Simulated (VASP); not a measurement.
# InSb3: single point with PBEsol

InSb3:

```
In Sb
1.0
     4.68118    0.11041    0.11041
     0.11041    4.68118    0.11041
     0.11041    0.11041    4.68118
In Sb
1 3
Direct
  0.00000 0.00000 0.00000
  0.50000 0.00000 0.50000
  0.00000 0.50000 0.50000
  0.50000 0.50000 0.00000
```

* Program: VASP 6.6.1
* Task: single point
* Functional: PBEsol
* Potentials or basis: VASP PAW PBE potentials, release 64 (In_d, Sb)
* Cutoff: 520 eV
* k mesh: 8 × 8 × 8
* Occupations: gaussian, width 0.15 eV
* Spin: no spin polarisation
* Dipole correction: no
* Further INCAR settings: ALGO = Normal; EDIFF = 1e-06; NBANDS = 22

```yaml
Pressure: 2.3 GPa
Band_gap_on_the_k_mesh: zero (bands 14 and 15 overlap by 4.51 eV)
```

Stress tensor (GPa, compression positive):
```
 2.34 -1.14 -1.14
-1.14  2.34 -1.14
-1.14 -1.14  2.34
```

Levels at points of the mesh, in eV from the Fermi level:
```
           k point  band 11  band 12  band 13  band 14  band 15  band 16  band 17  band 18
(0.00, 0.00, 0.00)    -4.57    -3.56     0.17     0.17     1.14     1.36     2.28     2.28
(0.50, 0.00, 0.00)    -2.87    -2.39    -2.13    -1.18    -0.94     1.81     2.50     2.71
(0.50, 0.50, 0.00)    -1.87    -1.61    -1.37    -1.22    -0.99    -0.10     1.06     3.42
(0.50, 0.50, 0.50)    -5.33    -5.33    -4.90     3.52     3.52     4.04     4.42     4.42
```

It took 100 s on 1 thread of Intel Xeon 8259CL, on a shared host, peak memory 0.29 GiB.

Caveat: the PAW data sets were made with another functional, which shifts forces and pressure a little; spin-orbit coupling is left out, which moves the levels of the heavy elements.
